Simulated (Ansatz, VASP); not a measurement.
## Si2Mo in VASP and in Ansatz

```
Mo Si
1.0
    -1.55022    1.55022    3.79803
     1.55022   -1.55022    3.79803
     1.55022    1.55022   -3.79803
Mo Si
1 2
Direct
  0.00000 0.00000 0.00000
  0.33500 0.33500 0.00000
  0.66500 0.66500 0.00000
```

Alike in both runs: task relaxation of cell and atoms; functional PBEsol; k mesh 14 × 14 × 14; occupations fermi-dirac, width 0.05 eV; no spin polarisation.

|  | VASP | Ansatz |
| --- | --- | --- |
| version | VASP 6.6.1 | Ansatz 0.2.0 |
| potentials or method | VASP PAW PBE potentials, release 64 (Mo_sv, Si) | PAW with Ansatz's default frozen-core files, scalar-relativistic |
| plane-wave cutoff (eV) | 600 | 420 |
| valence electrons in the cell | 22 | 22 |

VASP gave:

| Item | Value |
| --- | --- |
| relaxed volume (Å³/atom) | 13.29 |
| relaxed cell length with the largest relative difference (Å) | 4.517 |

Problem. Estimate Ansatz's values.

Solution. Relaxed volume (Å³/atom): 13.26; relaxed cell length with the largest relative difference (Å): 4.514.

VASP's potentials were made for PBE, not for PBEsol.
